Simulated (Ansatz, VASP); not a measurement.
NiO: VASP beside Ansatz

File INCAR:

```
  ALGO = Normal
  EDIFF = 1E-7
  ENCUT = 520
  GGA = PE
  ISIF = 2
  ISMEAR = -1
  ISPIN = 2
  LASPH = T
  LCHARG = F
  LMAXMIX = 4
  LORBIT = 11
  LREAL = F
  LWAVE = F
  MAGMOM = 1 0
  NBANDS = 19
  NELM = 120
  PREC = Accurate
  SIGMA = 0.05
```

File KPOINTS:

```
k-points
0
Gamma
  10 10 10
```

The input POSCAR:

```
NiO
1.0
    0.0000000000      2.2406300000      2.2406300000
    2.2406300000      0.0000000000      2.2406300000
    2.2406300000      2.2406300000      0.0000000000
Ni O
1 1
Direct
    0.0053970000      0.0005760000     -0.0034920000
    0.7512850000      0.7300490000      0.7561730000
```

The input input.yaml:

```yaml
crystal:
  lattice:
    - [0.0, 2.24063, 2.24063]
    - [2.24063, 0.0, 2.24063]
    - [2.24063, 2.24063, 0.0]
  atoms:
    - { symbol: Ni, position: [0.005397, 0.000576, -0.003492], spin: 1.0 }
    - { symbol: O, position: [0.751285, 0.730049, 0.756173] }
hamiltonian:
  xc: pbe
  pseudopotentials: { kind: paw }
magnetization:
  spin_polarized: true
kpoints:
  mp_grid: { grid: [10, 10, 10] }
scf:
  occupations: { method: fermi_dirac, width: 0.05 }
output:
  forces: true
  stress: true
  eigenvalues: true
```

Change from the starting cell: atoms moved at random, drawn with an rms of 0.05 Å.

Alike in both runs: task single point; functional PBE; k mesh 10 × 10 × 10; occupations fermi-dirac, width 0.05 eV; collinear spin, ferromagnetic start.

```csv
,VASP,Ansatz
version,VASP 6.6.1,Ansatz 0.2.0
potentials or method,"VASP PAW PBE potentials, release 64 (Ni, O)",Ansatz PAW
plane-wave cutoff (eV),520,420
valence electrons in the cell,16,24
```

VASP gave:

| Item | Value |
| --- | --- |
| gap on the k mesh at the Fermi level (eV) | none |
| pressure (GPa) | 0.5 |
| traceless stress, the component that is largest in VASP (GPa) | -2.94 |
| rms of the force components (eV/Å) | 0.279 |
| net moment per atom (μB) | 0.95 |
| size of the moment on the site where the two differ most (μB) | 1.49 |

Task: Estimate Ansatz's values.

Result: gap on the k mesh at the Fermi level (eV): none; pressure (GPa): 0.4; traceless stress, the component that is largest in VASP (GPa): -2.90; rms of the force components (eV/Å): 0.277; net moment per atom (μB): 0.96; size of the moment on the site where the two differ most (μB): 1.44.

Site moments also hang on the region over which each program counts them. Atom by atom the forces differ by 0.003 eV/Å (rms over components). A gap of «none» marks a metal or a gap that the smearing closes. VASP's potentials hold 16 valence electrons a cell and Ansatz's 24, so a difference there can come from the potentials and not from the codes.
